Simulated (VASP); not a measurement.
# Si (Imma) in VASP: a series of runs, part 2 of 2

VASP 6.6.1. Earlier steps stand in the parts before.

### Step 3. Single point, LDA (atoms displaced along a vibrational mode)

INCAR reads:

```
  PREC = Accurate
  ENCUT = 520
  EDIFF = 1E-6
  ISMEAR = 0
  SIGMA = 0.15
  LREAL = False
  LASPH = True
  NELM = 80
  ALGO = Fast
  ISIF = 2
  LWAVE = False
  LCHARG = True
  GGA = CA
  LELF = True
  LVHAR = True
  NBANDS = 11
```

KPOINTS reads:

```
regular mesh
0
Gamma
  26 26 26
```

POSCAR reads:

```
Si
1.0
   -2.3824154513      2.3824154513      1.3052992358
    2.3824154513     -2.3824154513      1.3052992358
    2.3824154513      2.3824154513     -1.3052992358
Si
2
Direct
    0.3218226116      0.8218226116      0.5000000000
    0.4281773884      0.4281773884      0.0000000000
```

Potentials or basis: VASP PAW LDA potentials, release 64 (Si).

Started as:

```console
$ cat potpaw_LDA.64/Si/POTCAR > POTCAR
$ mpirun -np 1 vasp_std > vasp.out
```

OUTCAR:

```text
PREC = Accurate
   ENCUT = 520
   EDIFF = 1E-6
   ISMEAR = 0
   LREAL = False
   LASPH = True
   NELM = 80
   ISIF = 2
   GGA = CA

 ion  position               nearest neighbor table
   1  0.322  0.822  0.500-   2 2.40   2 2.40   2 2.59   2 2.59   2 2.86   2 2.86
   2  0.428  0.428  0.000-   1 2.40   1 2.40   1 2.59   1 2.59   1 2.86   1 2.86

  LATTYP: Found a body centered tetragonal cell.
 ALAT       =     4.7648309026
 C/A-ratio  =     0.5478890070

  Lattice vectors:

 A1 = (  -2.3824154513,   2.3824154513,   1.3052992358)
 A2 = (   2.3824154513,  -2.3824154513,   1.3052992358)
 A3 = (   2.3824154513,   2.3824154513,  -1.3052992358)

Analysis of symmetry for initial positions (statically):
=====================================================================
 Subroutine PRICEL returns:
 Original cell was already a primitive cell.

 Routine SETGRP: Setting up the symmetry group for a
 body centered tetragonal supercell.

 Subroutine GETGRP returns: Found  8 space group operations
 (whereof  4 operations were pure point group operations)
 out of a pool of 16 trial point group operations.

The static configuration has the point symmetry C_2v.
 The point group associated with its full space group is D_2h.

Analysis of symmetry for dynamics (positions and initial velocities):
=====================================================================
 Subroutine PRICEL returns:
 Original cell was already a primitive cell.

 Routine SETGRP: Setting up the symmetry group for a
 body centered tetragonal supercell.

 Subroutine GETGRP returns: Found  8 space group operations
 (whereof  4 operations were pure point group operations)
 out of a pool of 16 trial point group operations.

The dynamic configuration has the point symmetry C_2v.
 The point group associated with its full space group is D_2h.

 Subroutine INISYM returns: Found  8 space group operations
 (whereof  4 operations are pure point group operations),
 and found     1 'primitive' translations

----------------------------------------------------------------------------------------

                                     Primitive cell

  volume of cell :      29.6350

  direct lattice vectors                    reciprocal lattice vectors
    -2.382415451  2.382415451  1.305299236     0.000000000  0.209871036  0.383053928
     2.382415451 -2.382415451  1.305299236     0.209871036  0.000000000  0.383053928
     2.382415451  2.382415451 -1.305299236     0.209871036  0.209871036  0.000000000

  length of vectors
     3.613255161  3.613255161  3.613255161     0.436779308  0.436779308  0.296802466

  position of ions in fractional coordinates (direct lattice)
     0.321822612  0.821822612  0.500000000
     0.428177388  0.428177388  0.000000000

  ion indices of the primitive-cell ions
   primitive index   ion index
                 1           1
                 2           2

----------------------------------------------------------------------------------------

 KPOINTS: regular mesh

Automatic generation of k-mesh.
[... 26 lines left out ...]
  0.076923  0.000000  0.000000      4.000000
  0.076923  0.000000 -0.076923      4.000000
  0.115385 -0.000000  0.000000      4.000000
[... 16 lines left out ...]
  0.423077 -0.000000 -0.423077      4.000000
  0.461538 -0.000000  0.000000      4.000000
 [... further k-points ...]
   k-points           NKPTS =   2471   k-points in BZ     NKDIM =   2471   number of bands    NBANDS=     11
   number of dos      NEDOS =    301   number of ions     NIONS =      2
   total plane-waves  NPLWV =  21952
   dimension x,y,z NGX =    28 NGY =   28 NGZ =   28
   dimension x,y,z NGXF=    56 NGYF=   56 NGZF=   56
   ions per type =               2
   NGX,Y,Z   is equivalent  to a cutoff of  12.88, 12.88, 12.88 a.u.
   NGXF,Y,Z  is equivalent  to a cutoff of  25.77, 25.77, 25.77 a.u.
 SYSTEM =  unknown system
   PREC   = accura    normal or accurate (medium, high low for compatibility)
   ISTART =      0    job   : 0-new  1-cont  2-samecut
   ICHARG =      2    charge: 1-file 2-atom 10-const
   ISPIN  =      1    spin polarized calculation?
   LNONCOLLINEAR =      F non collinear calculations
   LSORBIT =      F    spin-orbit coupling
   LASPH  =      T    aspherical Exc in radial PAW
   ENCUT  =  520.0 eV  38.22 Ry    6.18 a.u.   6.72  6.72  6.72*2*pi/ulx,y,z
   NELM   =     80;   NELMIN=  2; NELMDL= -5     # of ELM steps
   EDIFF  = 0.1E-05   stopping-criterion for ELM
   LREAL  =      F    real-space projection
   EDIFFG = 0.1E-04   stopping-criterion for IOM
   NSW    =      0    number of steps for IOM
   IBRION =     -1    ionic relax: 0-MD 1-quasi-New 2-CG
   NFREE  =      0    steps in history (QN), initial steepest desc. (CG)
   ISIF   =      2    stress and relaxation
   ISYM   =      2    0-nonsym 1-usesym 2-fastsym
   POTIM  = 0.5000    time-step for ionic-motion
   TEBEG  =    0.0;   TEEND  =   0.0 temperature during run
   PSTRESS=    0.0 pullay stress
   NELECT =       8.0000    total number of electrons
   NUPDOWN=      -1.0000    fix difference up-down
   EMIN   =  10.00;   EMAX   =-10.00  energy-range for DOS
   EFERMI =   0.00;   METHOD = LEGACY
   ISMEAR =     0;   SIGMA  =   0.15  broadening in eV -4-tet -1-fermi 0-gaus
   EFERMI_NEDOS =   21; number of points for ismear=-14 and -15
   IALGO  =     68    algorithm
   IMIX   =      4    mixing-type and parameters
     AMIX     =   0.40;   BMIX     =  1.00
     AMIX_MAG =   1.60;   BMIX_MAG =  1.00
  volume/ion in A,a.u.               =      14.82        99.99
  Fermi-wavevector in a.u.,A,eV,Ry     =   1.058043  1.999411 15.231097  1.119454
  Thomas-Fermi vector in A             =   2.193337
   LORBIT       =      0    0 simple, 1 ext, 2 COOP (PROOUT), +10 PAW based schemes
   GGA     = CA    functional components
   LHFCALC =     F    Hartree Fock is set to
   AEXX    =    0.0000 exact exchange contribution
   IVDW    =     0    specifies the selected vdW correction
   LEPSILON=     F    determine dielectric tensor
   LRPA    =     F    only Hartree local field effects (RPA)
 non-spin polarized calculation
 RMM-DIIS sequential band-by-band and
 Gauss-broadening in eV      SIGMA  =   0.15
  energy-cutoff  :      520.00
  volume of cell :       29.64
 maximum number of plane-waves:       812
   NGX = 13   NGY = 13   NGZ = 13

 number of electron       8.0000000 magnetization

 Free energy of the ion-electron system (eV)
  ---------------------------------------------------
  ext. energy  EPLUGINS =         0.00000000
  ---------------------------------------------------
  free energy    TOTEN  =       -11.46040986 eV

  energy without entropy =      -11.45203537  energy(sigma->0) =      -11.45622262

 E-fermi :   9.4984     XC(G=0): -11.1041

 val. band max:        9.4975746249   @ k =   0.1538  -0.1538   0.3462
 cond. band min:       9.4991883146   @ k =   0.1923  -0.0385   0.3462
 fundamental gap:      0.0016136896
 Fermi energy:         9.4984307478

 k-point     1 :       0.0000    0.0000    0.0000
  band No.  band energies     occupation
      1      -4.4692      2.00000
      2       6.7485      2.00000
      3       7.0581      2.00000
      4       7.3845      2.00000
      5      10.9420      0.00000
      6      17.3250      0.00000
      7      18.0169      0.00000
      8      18.9792      0.00000
      9      19.1050      0.00000
     10      19.3256      0.00000
     11      20.3058      0.00000
[... 309 lines left out ...]
 k-point    24 :       0.4615   -0.0000    0.0000
  band No.  band energies     occupation
      1       1.1889      2.00000
      2       3.4561      2.00000
      3       7.0675      2.00000
      4       7.3033      2.00000
      5       8.4816      2.00000
      6      11.1759      0.00000
      7      13.5692      0.00000
      8      15.2187      0.00000
      9      17.3984      0.00000
     10      20.3794      0.00000
     11      21.7963      0.00000

 [... further k-points ...]

------------------------ aborting loop because EDIFF is reached ----------------------------------------

  FORCE on cell =-STRESS in cart. coord.  units (eV):
  Direction    XX          YY          ZZ          XY          YZ          ZX
  --------------------------------------------------------------------------------------
  -------------------------------------------------------------------------------------
  Total        1.1918820     -0.9999173     -0.3205616      0.0000000      0.0000000      0.0000000
  in kB       64.4375114    -54.0591981    -17.3307362      0.0000000      0.0000000      0.0000000
  external PRESSURE =      -2.3174743 kB  Pullay stress =       0.0000000 kB

 VOLUME and BASIS-vectors are now :
 -----------------------------------------------------------------------------
  energy-cutoff  :      520.00
  volume of cell :       29.64
      direct lattice vectors                 reciprocal lattice vectors
    -2.382415451  2.382415451  1.305299236     0.000000000  0.209871036  0.383053928
     2.382415451 -2.382415451  1.305299236     0.209871036  0.000000000  0.383053928
     2.382415451  2.382415451 -1.305299236     0.209871036  0.209871036  0.000000000

 POSITION                                       TOTAL-FORCE (eV/Angst)
 -----------------------------------------------------------------------------------
      2.38242      0.00000      0.84015         0.000000      0.000000     -0.182816
      0.00000      0.00000      1.11780        -0.000000     -0.000000      0.182816
 -----------------------------------------------------------------------------------
    total drift:                               -0.000000      0.000000     -0.000000

  FREE ENERGIE OF THE ION-ELECTRON SYSTEM (eV)
  ---------------------------------------------------
  free  energy   TOTEN  =       -11.4604098628 eV

  energy  without entropy=      -11.4520353723  energy(sigma->0) =      -11.45622262
```

OSZICAR:

```text
N       E                     dE             d eps       ncg     rms          rms(c)
DAV:   1     0.388809632396E+01    0.38881E+01   -0.33583E+03 54378   0.607E+02
DAV:   2    -0.110913641731E+02   -0.14979E+02   -0.14412E+02 70467   0.827E+01
DAV:   3    -0.115008005646E+02   -0.40944E+00   -0.40636E+00 70610   0.114E+01
DAV:   4    -0.115026207568E+02   -0.18202E-02   -0.18199E-02 65395   0.949E-01
DAV:   5    -0.115026296734E+02   -0.89166E-05   -0.89169E-05 68833   0.601E-02    0.442E+00
RMM:   6    -0.114751408670E+02    0.27489E-01   -0.48329E-03 55007   0.357E-01    0.256E+00
RMM:   7    -0.114605387287E+02    0.14602E-01   -0.10736E-02 57533   0.557E-01    0.155E-01
RMM:   8    -0.114604095798E+02    0.12915E-03   -0.10101E-03 60172   0.235E-01    0.343E-02
RMM:   9    -0.114604075731E+02    0.20066E-05   -0.14891E-04 64178   0.886E-02    0.560E-02
RMM:  10    -0.114604116211E+02   -0.40480E-05   -0.20768E-05 64318   0.352E-02    0.877E-02
RMM:  11    -0.114604097369E+02    0.18842E-05   -0.88329E-06 64003   0.181E-02    0.146E-02
RMM:  12    -0.114604098628E+02   -0.12591E-06   -0.12260E-06 53067   0.812E-03
   1 F= -.11460410E+02 E0= -.11456223E+02  d E =-.837449E-02
```

Wall time 8.9 min (1 thread of Oxide Virtual Turin-like, shared host); peak memory 0.63 GiB.

Results:

* Free energy: -11.4604 eV
* Pressure: -0.2 GPa
* Largest force: 0.183 eV/Å
* Band gap on the k mesh: zero (bands 4 and 5 overlap by 6.96 eV)

Forces in eV/Å, atoms in the order of the input:
```
Si   0.000  0.000 -0.183
Si   0.000  0.000  0.183
```

Stress tensor (GPa, compression positive):
```
 6.44  0.00  0.00
 0.00 -5.41  0.00
 0.00  0.00 -1.73
```

Levels at points of the mesh, in eV from the Fermi level:
```
           k point  band 1  band 2  band 3  band 4  band 5  band 6  band 7  band 8
(0.00, 0.00, 0.00)  -13.97   -2.75   -2.44   -2.11    1.44    7.83    8.52    9.48
(0.50, 0.00, 0.00)   -7.72   -6.70   -2.23   -2.15   -1.29    1.56    4.04    5.69
(0.50, 0.00, 0.50)   -7.43   -7.10   -2.11   -1.79   -1.04    0.25    4.99    5.31
(0.50, 0.50, 0.00)  -10.84  -10.84    0.25    0.25    2.47    2.47    8.20    8.20
(0.50, 0.50, 0.50)   -8.47   -8.41   -7.00   -6.89    5.53    6.58   12.62   13.47
```

Caveat: the cell differs from its parent crystal (atoms displaced along a vibrational mode); the stress differs along the axes, from -5 to 6 GPa.
